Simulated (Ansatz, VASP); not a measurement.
# One calculation of Y4C3, two programs

```
CELL_PARAMETERS angstrom
5.06787 0.00000 0.00000
0.00000 5.06787 0.00000
0.00000 0.00000 5.06787
ATOMIC_POSITIONS crystal
Y 0.50000 0.00000 0.00000
Y 0.00000 0.50000 0.00000
Y 0.00000 0.00000 0.50000
Y 0.50000 0.50000 0.50000
C 0.00000 0.50000 0.50000
C 0.50000 0.00000 0.50000
C 0.50000 0.50000 0.00000
```

Alike in both runs: task relaxation of cell and atoms; functional PBE; k mesh 8 × 8 × 8; occupations gaussian, width 0.1 eV; no spin polarisation.

|  | VASP | Ansatz |
| --- | --- | --- |
| version | VASP 6.6.1 | Ansatz 0.2.0 |
| potentials or method | VASP PAW PBE potentials, release 64 (Y_sv, C), cutoff 600 eV | scalar-relativistic, plane waves, PAW |
| valence electrons in the cell | 56 | 56 |

```tsv
	VASP	Ansatz	Ansatz less VASP
gap on the k mesh at the Fermi level, each at its own relaxed structure (eV)	none	none	-
relaxed volume (Å³/atom)	18.56	18.58	+0.026
relaxed cell length with the largest relative difference (Å)	5.065	5.067	+0.0024
```

A gap of «none» marks a metal or a gap that the smearing closes.
